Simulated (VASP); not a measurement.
# Al2Au (Fm-3m) in VASP: a series of runs

The runs below take Al2Au through single point, relaxation of cell and atoms, with r2SCAN.

Program: VASP 6.6.1. These are calculated values, not measurements. Logs are shortened: lines on timing, memory, paths and dates and some standing lists are left out, and cuts for length are marked.

### Step 1. The cell of the first run

It takes space group Fm-3m (No. 225, cubic). Conventional cell: a = 6.005 Å, b = 6.005 Å, c = 6.005 Å, α = 90.00°, β = 90.00°, γ = 90.00°. Within 3.4 Å of Al (site symmetry -43m) lie 4 Au at 2.60 Å and 6 Al at 3.00 Å. Au (site symmetry m-3m) has 8 Al at 2.60 Å within 3.4 Å.

### Step 2. Single point, r2SCAN

The input, POSCAR:

```
Al2Au
1.0
    0.0000000000      3.0023346600      3.0023346600
    3.0023346600      0.0000000000      3.0023346600
    3.0023346600      3.0023346600      0.0000000000
Al Au
2 1
Direct
    0.2500000000      0.2500000000      0.2500000000
    0.7500000000      0.7500000000      0.7500000000
    0.0000000000      0.0000000000      0.0000000000
```

The input, INCAR.step1:

```
  PREC = Accurate
  ENCUT = 520
  ISMEAR = 0
  SIGMA = 0.1
  LREAL = F
  LASPH = T
  NELM = 100
  NBANDS = 16
  GGA = PE
  ALGO = Normal
  EDIFF = 1E-4
  LWAVE = T
  LCHARG = F
```

The input, INCAR.step2:

```
  PREC = Accurate
  ENCUT = 520
  EDIFF = 1E-6
  ISMEAR = 0
  SIGMA = 0.1
  LREAL = F
  LASPH = T
  NELM = 100
  ALGO = Normal
  ISIF = 2
  LWAVE = F
  LCHARG = F
  METAGGA = R2SCAN
  LMIXTAU = T
  NBANDS = 16
  ISTART = 1
```

The input, KPOINTS:

```
regular mesh
0
Gamma
  6 6 6
```

Potentials or basis: VASP PAW PBE potentials, release 64 (Al, Au).

The run is started by

```sh
cat potpaw_PBE.64/Al/POTCAR potpaw_PBE.64/Au/POTCAR > POTCAR
cp INCAR.step1 INCAR
mpirun -np 1 vasp_std > vasp.out
cp INCAR.step2 INCAR
mpirun -np 1 vasp_std > vasp.out
```

OUTCAR:

```text
PREC = Accurate
   ENCUT = 520
   EDIFF = 1E-6
   ISMEAR = 0
   LREAL = F
   LASPH = T
   NELM = 100
   ISIF = 2
   METAGGA = R2SCAN
   ISTART = 1

 ion  position               nearest neighbor table
   1  0.250  0.250  0.250-   3 2.60   3 2.60   3 2.60   3 2.60   2 3.00   2 3.00   2 3.00   2 3.00
                             2 3.00   2 3.00
   2  0.750  0.750  0.750-   3 2.60   3 2.60   3 2.60   3 2.60   1 3.00   1 3.00   1 3.00   1 3.00
                             1 3.00   1 3.00
   3  0.000  0.000  0.000-   2 2.60   2 2.60   2 2.60   1 2.60   2 2.60   1 2.60   1 2.60   1 2.60

  LATTYP: Found a face centered cubic cell.
 ALAT       =     6.0046693200

  Lattice vectors:

 A1 = (   0.0000000000,   3.0023346600,   3.0023346600)
 A2 = (   3.0023346600,   0.0000000000,   3.0023346600)
 A3 = (   3.0023346600,   3.0023346600,   0.0000000000)

Analysis of symmetry for initial positions (statically):
=====================================================================
 Subroutine PRICEL returns:
 Original cell was already a primitive cell.

 Routine SETGRP: Setting up the symmetry group for a
 face centered cubic supercell.

 Subroutine GETGRP returns: Found 48 space group operations
 (whereof 48 operations were pure point group operations)
 out of a pool of 48 trial point group operations.

The static configuration has the point symmetry O_h .

Analysis of symmetry for dynamics (positions and initial velocities):
=====================================================================
 Subroutine PRICEL returns:
 Original cell was already a primitive cell.

 Routine SETGRP: Setting up the symmetry group for a
 face centered cubic supercell.

 Subroutine GETGRP returns: Found 48 space group operations
 (whereof 48 operations were pure point group operations)
 out of a pool of 48 trial point group operations.

The dynamic configuration has the point symmetry O_h .

 Subroutine INISYM returns: Found 48 space group operations
 (whereof 48 operations are pure point group operations),
 and found     1 'primitive' translations

----------------------------------------------------------------------------------------

                                     Primitive cell

  volume of cell :      54.1262

  direct lattice vectors                    reciprocal lattice vectors
     0.000000000  3.002334660  3.002334660    -0.166537064  0.166537064  0.166537064
     3.002334660  0.000000000  3.002334660     0.166537064 -0.166537064  0.166537064
     3.002334660  3.002334660  0.000000000     0.166537064  0.166537064 -0.166537064

  length of vectors
     4.245942395  4.245942395  4.245942395     0.288450657  0.288450657  0.288450657

  position of ions in fractional coordinates (direct lattice)
     0.250000000  0.250000000  0.250000000
     0.750000000  0.750000000  0.750000000
     0.000000000  0.000000000  0.000000000

  ion indices of the primitive-cell ions
   primitive index   ion index
                 1           1
                 2           2
                 3           3

----------------------------------------------------------------------------------------

 KPOINTS: regular mesh

Automatic generation of k-mesh.
 Grid dimensions read from file:
 generate k-points for:    6    6    6

 Generating k-lattice:

  Cartesian coordinates                     Fractional coordinates (reciprocal lattice)
    -0.027756177  0.027756177  0.027756177     0.166666667  0.000000000  0.000000000
     0.027756177 -0.027756177  0.027756177     0.000000000  0.166666667  0.000000000
     0.027756177  0.027756177 -0.027756177     0.000000000  0.000000000  0.166666667

  Length of vectors
     0.048075109  0.048075109  0.048075109

  Shift w.r.t. Gamma in fractional coordinates (k-lattice)
     0.000000000  0.000000000  0.000000000

 Subroutine IBZKPT returns following result:
 ===========================================

 Found     16 irreducible k-points:

 Following reciprocal coordinates:
            Coordinates               Weight
  0.000000  0.000000  0.000000      1.000000
  0.166667  0.000000  0.000000      8.000000
  0.333333  0.000000  0.000000      8.000000
  0.500000  0.000000  0.000000      4.000000
  0.166667  0.166667  0.000000      6.000000
  0.333333  0.166667  0.000000     24.000000
[... 8 lines left out ...]
 -0.333333  0.333333  0.166667     24.000000
 -0.333333  0.500000  0.166667     12.000000
   k-points           NKPTS =     16   k-points in BZ     NKDIM =     16   number of bands    NBANDS=     16
   number of dos      NEDOS =    301   number of ions     NIONS =      3
   total plane-waves  NPLWV =  32768
   dimension x,y,z NGX =    32 NGY =   32 NGZ =   32
   dimension x,y,z NGXF=    64 NGYF=   64 NGZF=   64
   ions per type =               2   1
   NGX,Y,Z   is equivalent  to a cutoff of  12.53, 12.53, 12.53 a.u.
   NGXF,Y,Z  is equivalent  to a cutoff of  25.06, 25.06, 25.06 a.u.
 SYSTEM =  unknown system
   PREC   = accura    normal or accurate (medium, high low for compatibility)
   ISTART =      1    job   : 0-new  1-cont  2-samecut
   ICHARG =      0    charge: 1-file 2-atom 10-const
   ISPIN  =      1    spin polarized calculation?
   LNONCOLLINEAR =      F non collinear calculations
   LSORBIT =      F    spin-orbit coupling
   LASPH  =      T    aspherical Exc in radial PAW
   ENCUT  =  520.0 eV  38.22 Ry    6.18 a.u.   7.89  7.89  7.89*2*pi/ulx,y,z
   NELM   =    100;   NELMIN=  2; NELMDL=  0     # of ELM steps
   EDIFF  = 0.1E-05   stopping-criterion for ELM
   LREAL  =      F    real-space projection
   EDIFFG = 0.1E-04   stopping-criterion for IOM
   NSW    =      0    number of steps for IOM
   IBRION =     -1    ionic relax: 0-MD 1-quasi-New 2-CG
   NFREE  =      0    steps in history (QN), initial steepest desc. (CG)
   ISIF   =      2    stress and relaxation
   ISYM   =      2    0-nonsym 1-usesym 2-fastsym
   POTIM  = 0.5000    time-step for ionic-motion
   TEBEG  =    0.0;   TEEND  =   0.0 temperature during run
   PSTRESS=    0.0 pullay stress
   NELECT =      17.0000    total number of electrons
   NUPDOWN=      -1.0000    fix difference up-down
   EMIN   =  10.00;   EMAX   =-10.00  energy-range for DOS
   EFERMI =   0.00;   METHOD = LEGACY
   ISMEAR =     0;   SIGMA  =   0.10  broadening in eV -4-tet -1-fermi 0-gaus
   EFERMI_NEDOS =   21; number of points for ismear=-14 and -15
   IALGO  =     38    algorithm
   IMIX   =      4    mixing-type and parameters
     AMIX     =   0.40;   BMIX     =  1.00
     AMIX_MAG =   1.60;   BMIX_MAG =  1.00
  volume/ion in A,a.u.               =      18.04       121.75
  Fermi-wavevector in a.u.,A,eV,Ry     =   1.112813  2.102911 16.848801  1.238352
  Thomas-Fermi vector in A             =   2.249391
   LORBIT       =      0    0 simple, 1 ext, 2 COOP (PROOUT), +10 PAW based schemes
   METAGGA = R2SCAN    functional components
   LHFCALC =     F    Hartree Fock is set to
   AEXX    =    0.0000 exact exchange contribution
   IVDW    =     0    specifies the selected vdW correction
   LEPSILON=     F    determine dielectric tensor
   LRPA    =     F    only Hartree local field effects (RPA)
 non-spin polarized calculation
 Gauss-broadening in eV      SIGMA  =   0.10
  energy-cutoff  :      520.00
  volume of cell :       54.13
 maximum number of plane-waves:      1470
   NGX = 15   NGY = 15   NGZ = 15

 number of electron      17.0000001 magnetization

 Free energy of the ion-electron system (eV)
  ---------------------------------------------------
  ext. energy  EPLUGINS =         0.00000000
  ---------------------------------------------------
  free energy    TOTEN  =       -65.54535324 eV

  energy without entropy =      -65.53882734  energy(sigma->0) =      -65.54209029

 E-fermi :   7.5895     XC(G=0): -11.2627

 val. band max:        7.5808549311   @ k =   0.3333   0.1667   0.0000
 cond. band min:       8.0192024903   @ k =   0.5000   0.0000   0.0000
 fundamental gap:      0.4383475592
 Fermi energy:         7.5894611917

 k-point     1 :       0.0000    0.0000    0.0000
  band No.  band energies     occupation
      1      -3.3973      2.00000
      2       0.7567      2.00000
      3       0.7567      2.00000
      4       0.7567      2.00000
      5       1.7577      2.00000
      6       1.7577      2.00000
[... 8 lines left out ...]
     15      13.9554      0.00000
     16      13.9554      0.00000

 k-point     2 :       0.1667    0.0000    0.0000
  band No.  band energies     occupation
      1      -3.0180      2.00000
      2       0.6539      2.00000
      3       0.8464      2.00000
      4       0.8464      2.00000
      5       1.7460      2.00000
      6       1.7460      2.00000
[... 8 lines left out ...]
     15      13.5566      0.00000
     16      13.8758      0.00000

 k-point     3 :       0.3333    0.0000    0.0000
  band No.  band energies     occupation
      1      -2.0050      2.00000
      2       0.5580      2.00000
      3       0.9808      2.00000
      4       0.9808      2.00000
      5       1.8066      2.00000
      6       1.8066      2.00000
[... 8 lines left out ...]
     15      15.4742      0.00000
     16      15.8248      0.00000

 k-point     4 :       0.5000    0.0000    0.0000
  band No.  band energies     occupation
      1      -1.2433      2.00000
      2       0.9641      2.00000
      3       1.0136      2.00000
      4       1.0136      2.00000
      5       1.8962      2.00000
      6       1.8962      2.00000
[... 8 lines left out ...]
     15      17.0434      0.00000
     16      18.2477      0.00000
[... 172 lines left out ...]
 k-point    14 :       0.5000    0.3333    0.1667
  band No.  band energies     occupation
      1      -1.0603      2.00000
      2       0.2957      2.00000
      3       1.0571      2.00000
      4       1.3324      2.00000
      5       1.6926      2.00000
      6       1.9181      2.00000
[... 8 lines left out ...]
     15      16.7321      0.00000
     16      17.7832      0.00000

 k-point    15 :      -0.3333    0.3333    0.1667
  band No.  band energies     occupation
      1      -0.2894      2.00000
      2       0.4200      2.00000
      3       1.0990      2.00000
      4       1.4233      2.00000
      5       1.4900      2.00000
      6       2.0102      2.00000
[... 8 lines left out ...]
     15      17.0209      0.00000
     16      19.1349      0.00000

 k-point    16 :      -0.3333    0.5000    0.1667
  band No.  band energies     occupation
      1       0.1784      2.00000
      2       0.5818      2.00000
      3       0.6189      2.00000
      4       1.5895      2.00000
      5       1.6253      2.00000
      6       2.2209      2.00000
[... 8 lines left out ...]
     15      19.0022      0.00000
     16      19.4485      0.00000

------------------------ aborting loop because EDIFF is reached ----------------------------------------

  FORCE on cell =-STRESS in cart. coord.  units (eV):
  Direction    XX          YY          ZZ          XY          YZ          ZX
  --------------------------------------------------------------------------------------
  -------------------------------------------------------------------------------------
  Total        0.0121617      0.0121617      0.0121617      0.0000000      0.0000000      0.0000000
  in kB        0.3599954      0.3599954      0.3599954      0.0000000      0.0000000      0.0000000
  external PRESSURE =       0.3599954 kB  Pullay stress =       0.0000000 kB

 VOLUME and BASIS-vectors are now :
 -----------------------------------------------------------------------------
  energy-cutoff  :      520.00
  volume of cell :       54.13
      direct lattice vectors                 reciprocal lattice vectors
     0.000000000  3.002334660  3.002334660    -0.166537064  0.166537064  0.166537064
     3.002334660  0.000000000  3.002334660     0.166537064 -0.166537064  0.166537064
     3.002334660  3.002334660  0.000000000     0.166537064  0.166537064 -0.166537064

 POSITION                                       TOTAL-FORCE (eV/Angst)
 -----------------------------------------------------------------------------------
      1.50117      1.50117      1.50117        -0.000000      0.000000      0.000000
      4.50350      4.50350      4.50350        -0.000000     -0.000000     -0.000000
      0.00000      0.00000      0.00000         0.000000      0.000000     -0.000000
 -----------------------------------------------------------------------------------
    total drift:                                0.000000     -0.000000      0.000000

  FREE ENERGIE OF THE ION-ELECTRON SYSTEM (eV)
  ---------------------------------------------------
  free  energy   TOTEN  =       -65.5453532426 eV

  energy  without entropy=      -65.5388273429  energy(sigma->0) =      -65.54209029
```

Wall time 36 s (1 thread of Intel Xeon Platinum 8488C (Sapphire Rapids), shared host); peak memory 0.18 GiB.

Results:

```
Free energy            : -65.5454 eV
Pressure               : 0.0 GPa
Band gap on the k mesh : zero (an odd number of electrons rules out a gap without spin polarisation)
```

Caveat: the PAW data sets were made with another functional, which shifts forces and pressure a little; spin-orbit coupling is left out, which moves the levels of the heavy elements.

### Step 3. Single point, r2SCAN

This run uses another cell than the first one, of 18.09 Å³/atom.

The input, POSCAR:

```
Al2Au
1.0
    0.0000000000      3.0049689011      3.0049689011
    3.0049689011      0.0000000000      3.0049689011
    3.0049689011      3.0049689011      0.0000000000
Al Au
2 1
Direct
    0.2500000000      0.2500000000      0.2500000000
    0.7500000000      0.7500000000      0.7500000000
    0.0000000000      0.0000000000      0.0000000000
```

The input, INCAR.step1:

```
SYSTEM = Al2Au
PREC     = Accurate       ! precision mode
ENCUT    = 520            ! plane-wave cutoff, eV
ISMEAR   = 0              ! smearing method
SIGMA    = 0.1            ! smearing width, eV
LREAL    = .False.        ! projectors in reciprocal space
LASPH    = .True.         ! aspherical terms in the spheres
NELM     = 60             ! most SCF steps
NBANDS   = 16             ! bands
GGA      = PE             ! functional
ALGO     = Normal         ! electronic algorithm
EDIFF    = 1E-4           ! SCF threshold, eV
LWAVE    = .True.         ! write WAVECAR
LCHARG   = .False.        ! write CHGCAR
```

The input, INCAR.step2:

```
SYSTEM = Al2Au
PREC     = Accurate       ! precision mode
ENCUT    = 520            ! plane-wave cutoff, eV
EDIFF    = 1E-6           ! SCF threshold, eV
ISMEAR   = 0              ! smearing method
SIGMA    = 0.1            ! smearing width, eV
LREAL    = .False.        ! projectors in reciprocal space
LASPH    = .True.         ! aspherical terms in the spheres
NELM     = 60             ! most SCF steps
ALGO     = Normal         ! electronic algorithm
ISIF     = 2              ! what is computed and relaxed
LWAVE    = .False.        ! write WAVECAR
LCHARG   = .False.        ! write CHGCAR
METAGGA  = R2SCAN         ! meta-GGA
LMIXTAU  = .True.       
NBANDS   = 16             ! bands
ISTART   = 1
```

The input, KPOINTS:

```
Automatic mesh
0
Gamma
  12 12 12
  0 0 0
```

Potentials or basis: VASP PAW PBE potentials, release 64 (Al, Au).

The run is started by

```sh
cat potpaw_PBE.64/Al/POTCAR potpaw_PBE.64/Au/POTCAR > POTCAR
cp INCAR.step1 INCAR
mpirun -np 1 vasp_std > vasp.out
cp INCAR.step2 INCAR
mpirun -np 1 vasp_std > vasp.out
```

OUTCAR:

```text
SYSTEM = Al2Au
   PREC = Accurate
   ENCUT = 520
   EDIFF = 1E-6
   ISMEAR = 0
   LREAL = .False.
   LASPH = .True.
   NELM = 60
   ISIF = 2
   METAGGA = R2SCAN
   ISTART = 1

 ion  position               nearest neighbor table
   1  0.250  0.250  0.250-   3 2.60   3 2.60   3 2.60   3 2.60   2 3.00   2 3.00   2 3.00   2 3.00
                             2 3.00   2 3.00
   2  0.750  0.750  0.750-   3 2.60   3 2.60   3 2.60   3 2.60   1 3.00   1 3.00   1 3.00   1 3.00
                             1 3.00   1 3.00
   3  0.000  0.000  0.000-   2 2.60   2 2.60   2 2.60   1 2.60   2 2.60   1 2.60   1 2.60   1 2.60

[... 654 lines left out ...]
  --------------------------------------------------------------------------------------
  -------------------------------------------------------------------------------------
  Total       -0.1069958     -0.1069958     -0.1069958      0.0000000      0.0000000     -0.0000000
  in kB       -3.1588384     -3.1588384     -3.1588384      0.0000000      0.0000000     -0.0000000
  external PRESSURE =      -3.1588384 kB  Pullay stress =       0.0000000 kB

 VOLUME and BASIS-vectors are now :
 -----------------------------------------------------------------------------
  energy-cutoff  :      520.00
  volume of cell :       54.27
      direct lattice vectors                 reciprocal lattice vectors
     0.000000000  3.004968901  3.004968901    -0.166391073  0.166391073  0.166391073
     3.004968901  0.000000000  3.004968901     0.166391073 -0.166391073  0.166391073
     3.004968901  3.004968901  0.000000000     0.166391073  0.166391073 -0.166391073

 POSITION                                       TOTAL-FORCE (eV/Angst)
 -----------------------------------------------------------------------------------
      1.50248      1.50248      1.50248        -0.000000     -0.000000     -0.000000
      4.50745      4.50745      4.50745         0.000000      0.000000      0.000000
      0.00000      0.00000      0.00000        -0.000000      0.000000     -0.000000
 -----------------------------------------------------------------------------------
    total drift:                                0.000000     -0.000000      0.000000

  FREE ENERGIE OF THE ION-ELECTRON SYSTEM (eV)
  ---------------------------------------------------
  free  energy   TOTEN  =       -65.5450459591 eV

  energy  without entropy=      -65.5403713411  energy(sigma->0) =      -65.54270865
```

OSZICAR.step1:

```text
N       E                     dE             d eps       ncg     rms          rms(c)
DAV:   1     0.566554965659E+02    0.56655E+02   -0.68976E+03  2352   0.878E+02
DAV:   2    -0.118486755923E+02   -0.68504E+02   -0.62165E+02  2864   0.170E+02
DAV:   3    -0.132739940618E+02   -0.14253E+01   -0.14207E+01  2928   0.237E+01
DAV:   4    -0.132851628562E+02   -0.11169E-01   -0.11168E-01  2768   0.243E+00
DAV:   5    -0.132853674792E+02   -0.20462E-03   -0.20462E-03  2968   0.338E-01    0.901E+00
DAV:   6    -0.121192144536E+02    0.11662E+01   -0.45695E+00  2632   0.214E+01    0.402E+00
DAV:   7    -0.120425339690E+02    0.76680E-01   -0.21039E-01  2376   0.458E+00    0.186E+00
DAV:   8    -0.120147800663E+02    0.27754E-01   -0.21929E-02  2824   0.957E-01    0.405E-01
DAV:   9    -0.120138599396E+02    0.92013E-03   -0.25761E-03  2744   0.505E-01    0.180E-01
DAV:  10    -0.120139978868E+02   -0.13795E-03   -0.20018E-04  2568   0.843E-02    0.318E-02
DAV:  11    -0.120139941670E+02    0.37198E-05   -0.54565E-06  1360   0.180E-02
   1 F= -.12013994E+02 E0= -.12011629E+02  d E =-.472959E-02
```

It took 2 min on 1 thread of Intel Xeon Platinum 8488C (Sapphire Rapids), shared host; peak memory 0.22 GiB.

What came out:

| Property | Result |
| --- | --- |
| Free energy | -65.5450 eV |
| Pressure | -0.3 GPa |
| Band gap on the k mesh | zero (an odd number of electrons rules out a gap without spin polarisation) |

Caveat: the PAW data sets were made with another functional, which shifts forces and pressure a little; spin-orbit coupling is left out, which moves the levels of the heavy elements.

(Part 1 of 2 ends here.)

The gap in the log of VASP goes by the Fermi energy; the results here count the filled bands.